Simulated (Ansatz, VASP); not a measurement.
**One calculation of W, two programs**

File INCAR:

```
SYSTEM = W
  ALGO = Normal
  EDIFF = 1E-6
  ENCUT = 520
  GGA = PE
  ISIF = 2
  ISMEAR = -1
  LASPH = .TRUE.
  LCHARG = .FALSE.
  LREAL = .FALSE.
  LWAVE = .FALSE.
  NBANDS = 13
  NELM = 100
  PREC = Accurate
  SIGMA = 0.1
```

KPOINTS

```
k-points
0
G
  13 13 13
  0 0 0
```

Contents of POSCAR:

```
W
1.0
   -1.6234631336      1.6234631336      1.6234631336
    1.6234631336     -1.6234631336      1.6234631336
    1.6234631336      1.6234631336     -1.6234631336
W
1
Direct
    0.0000000000      0.0000000000      0.0000000000
```

Input for Ansatz:

```yaml
crystal:
  lattice:
    - [-1.6234631336064826, 1.6234631336064826, 1.6234631336064826]
    - [1.6234631336064826, -1.6234631336064826, 1.6234631336064826]
    - [1.6234631336064826, 1.6234631336064826, -1.6234631336064826]
  atoms:
    - { symbol: W, position: [0.0, 0.0, 0.0] }
basis:
  ecutwfc: 489.804952427784
kpoints:
  mp_grid:
    grid: [13, 13, 13]
hamiltonian:
  xc: pbe
scf:
  occupations:
    method: fermi_dirac
output:
  stress: true
```

Alike in both runs: task single point; functional PBE; k mesh 13 × 13 × 13; no spin polarisation.

|  | VASP | Ansatz |
| --- | --- | --- |
| version | VASP 6.6.1 | Ansatz 0.2.0 |
| potentials or method | VASP PAW PBE potentials, release 64 (W_sv), cutoff 520 eV | plane waves, PAW |
| occupations | fermi-dirac, width 0.1 eV | fermi-dirac |
| valence electrons in the cell | 14 | 14 |

```tsv
	VASP	Ansatz	Ansatz less VASP
pressure (GPa)	-15.7	-16.0	-0.32
```

Spin-orbit coupling is off throughout.
